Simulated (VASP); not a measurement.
ZrInS3: single point with PBE

The system is ZrInS3.

```
CELL_PARAMETERS angstrom
4.88775 0.00000 0.00000
0.00000 4.88775 0.00000
0.00000 0.00000 4.88775
ATOMIC_POSITIONS crystal
Zr 0.50000 0.50000 0.50000
In 0.00000 0.00000 0.00000
S 0.50000 0.00000 0.00000
S 0.00000 0.50000 0.00000
S 0.00000 0.00000 0.50000
```

The cell was generated, and may not be a known phase.

```yaml
Program: VASP 6.6.1
Task: single point
Functional: PBE
Potentials_or_basis: VASP PAW PBE potentials, release 64 (Zr_sv, In_d, S)
Cutoff: 520 eV
k_mesh: 4 × 4 × 4
Occupations: gaussian, width 0.1 eV
Spin: collinear spin
Starting_moments: "[1.0, 0.0, 0.0, 0.0, 0.0] μB"
Dipole_correction: no
Further_INCAR_settings: ALGO = Normal; EDIFF = 1e-06; NBANDS = 34
```

```json
{"Pressure": "0.4 GPa", "Band gap on the k mesh": "zero (filled and empty bands overlap)", "Net moment": "0.97 μB per cell", "Site moments": "Zr +0.88; In +0.02; S -0.08 μB", "Valence electrons inside the program's atomic spheres": "Zr 9.37; In 11.59; S 3.72"}
```

Levels at points of the mesh, in eV from the Fermi level:
Spin up:
| k point | band 19 | band 20 | band 21 | band 22 | band 23 | band 24 | band 25 | band 26 |
| --- | --- | --- | --- | --- | --- | --- | --- | --- |
| (0.00, 0.00, 0.00) | -1.34 | -1.25 | -1.25 | -1.25 | -0.49 | -0.49 | -0.24 | -0.24 |
| (0.50, 0.00, 0.00) | -2.22 | -1.80 | -1.80 | -0.18 | 0.02 | 1.02 | 1.16 | 1.16 |
| (0.50, 0.50, 0.00) | -2.59 | -0.79 | -0.49 | 0.02 | 0.09 | 0.98 | 1.19 | 1.19 |
| (0.50, 0.50, 0.50) | -0.23 | -0.23 | -0.23 | -0.03 | -0.03 | -0.03 | 0.20 | 0.20 |
Spin down:
```
           k point  band 18  band 19  band 20  band 21  band 22  band 23  band 24  band 25
(0.00, 0.00, 0.00)    -1.66    -1.31    -1.31    -1.31    -1.17     0.30     0.30     0.57
(0.50, 0.00, 0.00)    -2.30    -2.30    -1.73    -1.73     0.65     0.87     1.64     1.83
(0.50, 0.50, 0.00)    -2.64    -2.64    -0.68    -0.53     0.85     0.93     1.62     1.87
(0.50, 0.50, 0.50)    -0.49    -0.37    -0.37    -0.37     0.79     0.79     0.79     0.86
```

Run time: 36 s on 1 thread of Intel(R) Xeon(R) 6975P-C (Granite Rapids), on a shared host, peak memory 0.27 GiB.

Caveat: spin-orbit coupling is left out, which moves the levels of the heavy elements.
